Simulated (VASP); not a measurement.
Input of a VASP 6.6.1 run:

Contents of INCAR:

```
  ALGO = Normal
  EDIFF = 1E-7
  ENCUT = 520
  GGA = PE
  ISIF = 2
  ISMEAR = 0
  LASPH = T
  LCHARG = F
  LREAL = F
  LWAVE = F
  NBANDS = 35
  NELM = 100
  PREC = Accurate
  SIGMA = 0.2
```

Contents of KPOINTS:

```
k-points
0
Gamma
  6 6 2
```

File POSCAR:

```
TiSi6Mo
1.0
    3.3340454028      0.0002104639      0.0003018820
    0.0002103247      3.3338456153     -0.0000083883
    0.0008843062      0.0003230023     10.1955475698
Ti Si Mo
1 6 1
Direct
    0.0104421775      0.0013922565      0.0000041013
    0.5076195914      0.5010330280      0.8719252840
    0.5075475165      0.5010263347      0.1280806675
    0.0000440953     -0.0000001057      0.7526224038
    0.0000312433      0.0000249128      0.2473757215
    0.4931953770      0.4990918371      0.6265372857
    0.4933086643      0.4991070228      0.3734664868
   -0.0121886653      0.9983247140      0.4999880494
```

Potentials or basis: VASP PAW PBE potentials, release 64 (Ti_sv, Si, Mo_sv).

Run with:

```bash
$ cat potpaw_PBE.64/Ti_sv/POTCAR potpaw_PBE.64/Si/POTCAR potpaw_PBE.64/Mo_sv/POTCAR > POTCAR
$ mpirun -np 1 vasp_std > vasp.out
```

What does it give for the band gap on the k mesh?

Zero (bands 25 and 26 overlap by 2.21 eV).

Estimate the pressure.

0.0 GPa.

What does it give for the largest force?

0.016 eV/Å.

Forces in eV/Å, atoms in the order of the input:
```
Ti  -0.001  0.000  0.000
Si  -0.001  0.000 -0.014
Si  -0.001  0.000  0.014
Si   0.000  0.000  0.001
Si   0.000  0.000 -0.001
Si   0.000  0.000  0.016
Si  -0.002  0.000 -0.016
Mo   0.005  0.002  0.001
```
